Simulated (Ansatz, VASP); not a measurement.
## Two plane-wave programs on Na2S

The input INCAR:

```
SYSTEM = Na2S
PREC = Accurate ; ENCUT = 500
EDIFF = 1E-6 ; ISMEAR = 0
SIGMA = 0.01 ; LREAL = .False.
LASPH = .True. ; NELM = 120
ALGO = Normal ; ISIF = 2
LWAVE = .False. ; LCHARG = .True.
GGA = PS ; LELF = .True.
LVHAR = .True. ; NBANDS = 17
GGA_COMPAT = .False.
```

The input KPOINTS:

```
Automatic mesh
0
Gamma
  6 6 6
  0 0 0
```

Contents of POSCAR:

```
Na2S
1.0
    0.0000000000      3.2506223128      3.2506223128
    3.2506223128      0.0000000000      3.2506223128
    3.2506223128      3.2506223128      0.0000000000
Na S
2 1
Direct
    0.2500000000      0.2500000000      0.2500000000
    0.7500000000      0.7500000000      0.7500000000
    0.0000000000      0.0000000000      0.0000000000
```

Input for Ansatz:

```yaml
crystal:
  lattice:
    - [0.0, 3.25062231275, 3.25062231275]
    - [3.25062231275, 0.0, 3.25062231275]
    - [3.25062231275, 3.25062231275, 0.0]
  atoms:
    - { symbol: Na, position: [0.25, 0.25, 0.25] }
    - { symbol: Na, position: [0.75, 0.75, 0.75] }
    - { symbol: S, position: [0.0, 0.0, 0.0] }
kpoints:
  mp_grid: { grid: [6, 6, 6] }
scf:
  occupations: { method: fixed }
hamiltonian:
  xc: pbesol
  pseudopotentials: { kind: paw }
output:
  forces: true
  stress: true
  eigenvalues: true
  eigenstates:
    nscf_kmesh: { grid: [10, 10, 10] }
    de_dk: true
    e_range: [-9, 12.42812059053]
  optics:
    e_range: [0, 20]
    de: 0.2
    sigma: 0.1
    bands: { spectra_wanted_up_to: 20 }
    nscf_kmesh: { grid: [10, 10, 10] }
checkpoint:
  write: ck
  write_wavefunctions: false
```

Alike in both runs: task single point; functional PBEsol; k mesh 6 × 6 × 6; no spin polarisation.

|  | VASP | Ansatz |
| --- | --- | --- |
| version | VASP 6.6.1 | Ansatz 0.2.0 |
| potentials or method | VASP PAW PBE potentials, release 64 (Na_pv, S) | PAW with Ansatz's default frozen-core files, scalar-relativistic |
| plane-wave cutoff (eV) | 500 | 420 |
| occupations | gaussian, width 0.01 eV | fixed |
| valence electrons in the cell | 20 | 24 |

|  | VASP | Ansatz | Ansatz less VASP |
| --- | --- | --- | --- |
| gap on the k mesh at the Fermi level (eV) | 2.42 | 2.43 | +0.003 |
| pressure (GPa) | 0.1 | 0.0 | -0.06 |

VASP's potentials were made for PBE, not for PBEsol. VASP's potentials hold 20 valence electrons a cell and Ansatz's 24, so a difference there can come from the potentials and not from the codes.
